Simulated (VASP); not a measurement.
W:

```
W
1.0
     2.81941    0.00000    0.00000
    -1.40970    2.44168    0.00000
     0.00000    0.00000    9.20818
W
4
Direct
  0.00000 0.00000 0.00000
  0.00000 0.00000 0.50000
  0.33333 0.66667 0.25000
  0.66667 0.33333 0.75000
```

```yaml
Program: VASP 6.6.1
Task: relaxation of cell and atoms
Functional: PBEsol
Potentials_or_basis: VASP PAW PBE potentials, release 64 (W_sv)
Cutoff: 600 eV
k_mesh: 13 × 13 × 4
Occupations: fermi-dirac, width 0.1 eV
Spin: no spin polarisation
```

At the start: pressure 2.8 GPa; volume 15.85 Å³/atom.

**Question.** How do energy, volume and symmetry change on relaxing?

**Answer.** Over 12 steps the energy falls by 38.6 meV/atom and the volume is 16.06 Å³/atom (+1.3 %); space group P6_3/mmc (No. 194, to 0.05 Å).

The path:
| step | energy change (eV) | largest force (eV/Å) | pressure (GPa) | volume (Å³) |
| --- | --- | --- | --- | --- |
| 1 | 0.0000 | 0.0000 | 2.84 | 63.39 |
| 2 | -0.0803 | 0.0000 | -8.15 | 65.95 |
| 3 | -0.0824 | 0.0000 | -6.85 | 65.61 |
| 4 | -0.1232 | 0.0000 | -5.99 | 65.50 |
| 5 | -0.1352 | 0.0000 | -5.16 | 65.41 |
| 6 | -0.1518 | 0.0000 | -1.89 | 64.65 |
| 7 | -0.1541 | 0.0000 | -0.13 | 64.26 |
| 8 | -0.1541 | 0.0000 | -0.02 | 64.24 |
| 9 | -0.1542 | 0.0000 | 0.00 | 64.24 |
| 10 | -0.1542 | 0.0000 | 0.05 | 64.23 |
| 11 | -0.1542 | 0.0000 | 0.13 | 64.22 |
| 12 | -0.1543 | 0.0000 | 0.08 | 64.23 |

Final structure:
```cif
data_structure
_symmetry_space_group_name_H-M 'P 1'
_symmetry_Int_Tables_number 1
_cell_length_a 2.7636
_cell_length_b 2.7636
_cell_length_c 9.7104
_cell_angle_alpha 90.000
_cell_angle_beta 90.000
_cell_angle_gamma 120.000
_cell_volume 64.23
loop_
_atom_site_label
_atom_site_type_symbol
_atom_site_fract_x
_atom_site_fract_y
_atom_site_fract_z
_atom_site_occupancy
W1 W 0.00000 0.00000 0.00000 1
W2 W 0.00000 0.00000 0.50000 1
W3 W 0.33333 0.66667 0.25000 1
W4 W 0.66667 0.33333 0.75000 1
```

Caveat: the PAW data sets were made with another functional, which shifts forces and pressure a little.
